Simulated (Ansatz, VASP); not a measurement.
**Li: VASP beside Ansatz**

```
Li
1.0
     2.73841    0.00000    0.00000
     0.00000    2.73841    0.00000
     0.00000    0.00000    2.73841
Li
1
Direct
  0.00000 0.00000 0.00000
```

Alike in both runs: task relaxation of cell and atoms; functional PBE; k mesh 20 × 20 × 20; occupations gaussian, width 0.1 eV; no spin polarisation.

|  | VASP | Ansatz |
| --- | --- | --- |
| version | VASP 6.6.1 | Ansatz 0.2.0 |
| potentials or method | VASP PAW PBE potentials, release 64 (Li_sv), cutoff 600 eV | scalar-relativistic, plane waves, PAW |
| valence electrons in the cell | 3 | 3 |

```csv
,VASP,Ansatz,Ansatz less VASP
"gap on the k mesh at the Fermi level, each at its own relaxed structure (eV)",none,none,-
relaxed volume (Å³/atom),20.24,20.48,+0.240
relaxed cell length with the largest relative difference (Å),2.725,2.736,+0.0107
```

A gap of «none» marks a metal or a gap that the smearing closes.

Noted on VASP's run: the cutoff is short for stress, so the pressure is rough.
